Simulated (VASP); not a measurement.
# Li in VASP: notebook, part 2 of 2

VASP 6.6.1. Earlier steps stand in the parts before.

## 3. Single point, PBE

This run uses another cell than the first one, of 20.40 Å³/atom.

File INCAR:

```
PREC = Accurate
ENCUT = 520
EDIFF = 1E-6
ISMEAR = 0
SIGMA = 0.1
LREAL = F
LASPH = T
NELM = 80
ALGO = Normal
ISIF = 2
LWAVE = F
LCHARG = F
GGA = PE
NBANDS = 8
```

File KPOINTS:

```
regular mesh
0
Gamma
  20 20 20
```

File POSCAR:

```
Li
1.0
    2.7322732546      0.0000000000      0.0000000000
    0.0000000000      2.7322732546      0.0000000000
    0.0000000000      0.0000000000      2.7322732546
Li
1
Direct
    0.5000000000      0.5000000000      0.5000000000
```

Potentials or basis: VASP PAW PBE potentials, release 64 (Li_sv).

The run is started by

```
cat potpaw_PBE.64/Li_sv/POTCAR > POTCAR
mpirun -np 1 vasp_std > vasp.out
```

OUTCAR:

```text
PREC = Accurate
   ENCUT = 520
   EDIFF = 1E-6
   ISMEAR = 0
   LREAL = F
   LASPH = T
   NELM = 80
   ISIF = 2
   GGA = PE

 ion  position               nearest neighbor table
   1  0.500  0.500  0.500-

  LATTYP: Found a simple cubic cell.
 ALAT       =     2.7322732546

  Lattice vectors:

 A1 = (   2.7322732546,   0.0000000000,   0.0000000000)
 A2 = (   0.0000000000,   2.7322732546,   0.0000000000)
 A3 = (   0.0000000000,   0.0000000000,   2.7322732546)

Analysis of symmetry for initial positions (statically):
=====================================================================
 Subroutine PRICEL returns:
 Original cell was already a primitive cell.

 Routine SETGRP: Setting up the symmetry group for a
 simple cubic supercell.

 Subroutine GETGRP returns: Found 48 space group operations
 (whereof 48 operations were pure point group operations)
 out of a pool of 48 trial point group operations.

The static configuration has the point symmetry O_h .

Analysis of symmetry for dynamics (positions and initial velocities):
=====================================================================
 Subroutine PRICEL returns:
 Original cell was already a primitive cell.

 Routine SETGRP: Setting up the symmetry group for a
 simple cubic supercell.

 Subroutine GETGRP returns: Found 48 space group operations
 (whereof 48 operations were pure point group operations)
 out of a pool of 48 trial point group operations.

The dynamic configuration has the point symmetry O_h .

 Subroutine INISYM returns: Found 48 space group operations
 (whereof 48 operations are pure point group operations),
 and found     1 'primitive' translations

----------------------------------------------------------------------------------------

                                     Primitive cell

[... 102 lines left out ...]
   EFERMI =   0.00;   METHOD = LEGACY
   ISMEAR =     0;   SIGMA  =   0.10  broadening in eV -4-tet -1-fermi 0-gaus
   EFERMI_NEDOS =   21; number of points for ismear=-14 and -15
   IALGO  =     38    algorithm
   IMIX   =      4    mixing-type and parameters
     AMIX     =   0.40;   BMIX     =  1.00
     AMIX_MAG =   1.60;   BMIX_MAG =  1.00
  volume/ion in A,a.u.               =      20.40       137.65
  Fermi-wavevector in a.u.,A,eV,Ry     =   0.864154  1.633014 10.160314  0.746762
  Thomas-Fermi vector in A             =   1.982209
   LORBIT       =      0    0 simple, 1 ext, 2 COOP (PROOUT), +10 PAW based schemes
   GGA     = PE    functional components
   LHFCALC =     F    Hartree Fock is set to
   AEXX    =    0.0000 exact exchange contribution
   IVDW    =     0    specifies the selected vdW correction
   LEPSILON=     F    determine dielectric tensor
   LRPA    =     F    only Hartree local field effects (RPA)
 non-spin polarized calculation
 Gauss-broadening in eV      SIGMA  =   0.10
  energy-cutoff  :      520.00
  volume of cell :       20.40
 maximum number of plane-waves:       561
   NGX = 11   NGY = 11   NGZ = 11

 number of electron       3.0000009 magnetization

 Free energy of the ion-electron system (eV)
  ---------------------------------------------------
  ext. energy  EPLUGINS =         0.00000000
  ---------------------------------------------------
  free energy    TOTEN  =        -1.78691915 eV

  energy without entropy =       -1.78493465  energy(sigma->0) =       -1.78592690

 E-fermi :   0.5492     XC(G=0):  -7.0265

 val. band max:        0.5459617393   @ k =   0.4000   0.2500   0.1000
 cond. band min:       0.6199946766   @ k =   0.4500   0.2000   0.1000
 fundamental gap:      0.0740329373
 Fermi energy:         0.5492447465

 k-point     1 :       0.0000    0.0000    0.0000
  band No.  band energies     occupation
      1     -46.2139      2.00000
      2      -2.9104      2.00000
      3      12.5259      0.00000
      4      12.5259      0.00000
      5      12.5259      0.00000
      6      14.9096      0.00000
      7      14.9096      0.00000
      8      21.0715      0.00000
[... 243 lines left out ...]
 k-point    24 :       0.2000    0.1000    0.0000
  band No.  band energies     occupation
      1     -46.2048      2.00000
      2      -2.1664      2.00000
      3       7.7504      0.00000
      4      11.4690      0.00000
      5      13.3899      0.00000
      6      17.3303      0.00000
      7      19.6496      0.00000
      8      21.6499      0.00000

 [... further k-points ...]
[... 5 lines left out ...]
  --------------------------------------------------------------------------------------
  -------------------------------------------------------------------------------------
  Total       -0.0098615     -0.0098615     -0.0098615      0.0000000      0.0000000      0.0000000
  in kB       -0.7746096     -0.7746096     -0.7746096      0.0000000      0.0000000      0.0000000
  external PRESSURE =      -0.7746096 kB  Pullay stress =       0.0000000 kB

 VOLUME and BASIS-vectors are now :
 -----------------------------------------------------------------------------
  energy-cutoff  :      520.00
  volume of cell :       20.40
      direct lattice vectors                 reciprocal lattice vectors
     2.732273255  0.000000000  0.000000000     0.365995604  0.000000000  0.000000000
     0.000000000  2.732273255  0.000000000     0.000000000  0.365995604  0.000000000
     0.000000000  0.000000000  2.732273255     0.000000000  0.000000000  0.365995604

 POSITION                                       TOTAL-FORCE (eV/Angst)
 -----------------------------------------------------------------------------------
      1.36614      1.36614      1.36614         0.000000      0.000000      0.000000
 -----------------------------------------------------------------------------------
    total drift:                                0.000000      0.000000      0.000000

  FREE ENERGIE OF THE ION-ELECTRON SYSTEM (eV)
  ---------------------------------------------------
  free  energy   TOTEN  =        -1.7869191473 eV

  energy  without entropy=       -1.7849346540  energy(sigma->0) =       -1.78592690
```

OSZICAR:

```text
N       E                     dE             d eps       ncg     rms          rms(c)
DAV:   1     0.305684214538E+01    0.30568E+01   -0.16558E+03  4640   0.276E+02
DAV:   2    -0.158267996674E+01   -0.46395E+01   -0.45668E+01  6392   0.287E+01
DAV:   3    -0.178040100696E+01   -0.19772E+00   -0.19741E+00  5184   0.855E+00
DAV:   4    -0.178982136458E+01   -0.94204E-02   -0.94201E-02  6992   0.958E-01
DAV:   5    -0.178983892996E+01   -0.17565E-04   -0.17565E-04  5136   0.438E-02    0.281E-01
DAV:   6    -0.178797904004E+01    0.18599E-02   -0.47184E-04  7304   0.835E-02    0.162E-01
DAV:   7    -0.178692545107E+01    0.10536E-02   -0.12297E-03  6984   0.128E-01    0.392E-02
DAV:   8    -0.178691896847E+01    0.64826E-05   -0.13231E-05  5176   0.252E-02    0.153E-03
DAV:   9    -0.178691914731E+01   -0.17884E-06   -0.10650E-06  5632   0.842E-03
   1 F= -.17869191E+01 E0= -.17859269E+01  d E =-.198449E-02
```

Wall time 38 s (1 thread of AMD EPYC 7R13, shared host); peak memory 0.11 GiB.

Results:

```yaml
Free_energy: -1.7869 eV
Band_gap_on_the_k_mesh: zero (an odd number of electrons rules out a gap without spin polarisation)
```

Levels at points of the mesh, in eV from the Fermi level:
```csv
k point,band 1,band 2,band 3,band 4
"(0.00, 0.00, 0.00)",-46.76,-3.46,11.98,11.98
"(0.50, 0.00, 0.00)",-46.74,-0.68,2.05,14.90
"(0.50, 0.50, 0.00)",-46.72,3.19,3.19,5.72
"(0.50, 0.50, 0.50)",-46.70,6.70,6.70,6.70
```

Caveat: the cutoff is under 1.25 times the usual one of these potentials, so pressure, stress and relaxed cells hold a basis-set (Pulay) error.

## 4. Relaxation of cell and atoms, PBE

File INCAR:

```
SYSTEM = Li
PREC = Accurate
ENCUT = 600
EDIFF = 1E-6
ISMEAR = 0
SIGMA = 0.1
LREAL = .False.
LASPH = .True.
NELM = 100
ALGO = Normal
ISIF = 3
LWAVE = .False.
LCHARG = .False.
GGA = PE
IBRION = 2
NSW = 100
EDIFFG = -0.01
```

File KPOINTS:

```
Automatic mesh
0
Gamma
  20 20 20
  0 0 0
```

File POSCAR:

```
Li
1.0
    2.7146874152      0.0000000000      0.0000000000
    0.0000000000      2.7146874152      0.0000000000
    0.0000000000      0.0000000000      2.7146874152
Li
1
Direct
    0.5000000000      0.5000000000      0.5000000000
```

The run is started by

```
cat potpaw_PBE.64/Li_sv/POTCAR > POTCAR
mpirun -np 1 vasp_std > vasp.out
```

It took 70 s on 1 thread of AMD EPYC 7R13, shared host; peak memory 0.12 GiB.

Results (log left out):

* Free energy: -1.7864 eV
* Relaxed volume: 20.15 Å³/atom
* Relaxed cell: a = 2.721 Å, b = 2.721 Å, c = 2.721 Å, α = 90.00°, β = 90.00°, γ = 90.00°
* Space group after relaxing (to 0.1 Å): Pm-3m (No. 221)
* Energy gained by relaxing: 0.1 meV/atom
* Ionic steps: 3
* Pressure after relaxing: 0.0 GPa
* Band gap on the k mesh: zero (an odd number of electrons rules out a gap without spin polarisation)

Final structure:
```cif
data_structure
_symmetry_space_group_name_H-M 'P 1'
_symmetry_Int_Tables_number 1
_cell_length_a 2.7211
_cell_length_b 2.7211
_cell_length_c 2.7211
_cell_angle_alpha 90.000
_cell_angle_beta 90.000
_cell_angle_gamma 90.000
_cell_volume 20.15
loop_
_atom_site_label
_atom_site_type_symbol
_atom_site_fract_x
_atom_site_fract_y
_atom_site_fract_z
_atom_site_occupancy
Li1 Li 0.50000 0.50000 0.50000 1
```

Levels at points of the mesh, in eV from the Fermi level:
```
           k point  band 1  band 2  band 3  band 4  band 5
(0.00, 0.00, 0.00)  -46.74   -3.48   12.08   12.08   12.08
(0.50, 0.00, 0.00)  -46.72   -0.69    2.08   15.03   15.03
(0.50, 0.50, 0.00)  -46.70    3.22    3.22    5.75    8.46
(0.50, 0.50, 0.50)  -46.68    6.76    6.76    6.76   10.22
```

Caveat: the cutoff is under 1.25 times the usual one of these potentials, so pressure, stress and relaxed cells hold a basis-set (Pulay) error.

## 5. Summary

| task | cell | k mesh | cutoff (eV) | gap on the mesh (eV) |
| --- | --- | --- | --- | --- |
| single point | a = 2.711, b = 2.712, c = 2.721 Å, 1 atom | 6 × 6 × 6 | 520 | none |
| single point | a = 2.732 Å, 1 atom | 20 × 20 × 20 | 520 | none |
| relaxation of cell and atoms | relaxed from a = 2.715 Å, 1 atom | 20 × 20 × 20 | 600 | none |

Alike in all rows: level PBE; potentials or basis VASP PAW PBE potentials, release 64 (Li_sv); no spin polarisation; smearing gaussian 0.1 eV.

Caveats: some runs use coarse meshes; the cutoff is under 1.25 times the usual one of these potentials, so pressure, stress and relaxed cells hold a basis-set (Pulay) error.

Total energies depend on the potentials used, so only differences within one code and one set of settings carry meaning.

The gap in the log of VASP goes by the Fermi energy; the results here count the filled bands.